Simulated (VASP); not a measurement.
GaN, 2 atoms in the cell. Symmetry: F-43m, No. 216, cubic system. Conventional cell: a = 4.507 Å, b = 4.507 Å, c = 4.507 Å, α = 90.00°, β = 90.00°, γ = 90.00°. Ga (site symmetry -43m) has 4 N at 1.95 Å within 2.6 Å. Within 2.6 Å of N (site symmetry -43m) lie 4 Ga at 1.95 Å. 

| Quantity | Value |
| --- | --- |
| Program | VASP 6.6.1 |
| Task | relaxation of cell and atoms |
| Functional | PBE |
| Potentials or basis | VASP PAW PBE potentials, release 64 (Ga_d, N) |
| Cutoff | 600 eV |
| k mesh | 8 × 8 × 8 |
| Occupations | gaussian, width 0.01 eV |
| Spin | no spin polarisation |
| Target pressure | 40 GPa |
| Dipole correction | no |
| Further INCAR settings | ALGO = Normal; EDIFF = 1e-07; IBRION = 2; EDIFFG = -0.01; NSW = 80; ISIF = 3 |

Potentials or basis: VASP PAW PBE potentials, release 64 (Ga_d, N).

Command:

```console
$ cat potpaw_PBE.64/Ga_d/POTCAR potpaw_PBE.64/N/POTCAR > POTCAR
$ mpirun -np 1 vasp_std > vasp.out
```

Hardware: 1 thread of Intel(R) Xeon(R) Platinum 8488C (Sapphire Rapids), on a shared host.

Q: Estimate the wall time of this run.

A: Run time: 38 s on 1 thread of Intel(R) Xeon(R) Platinum 8488C (Sapphire Rapids), on a shared host, peak memory 0.17 GiB. Counts: scf iterations 49, k points 29, ion steps 5.
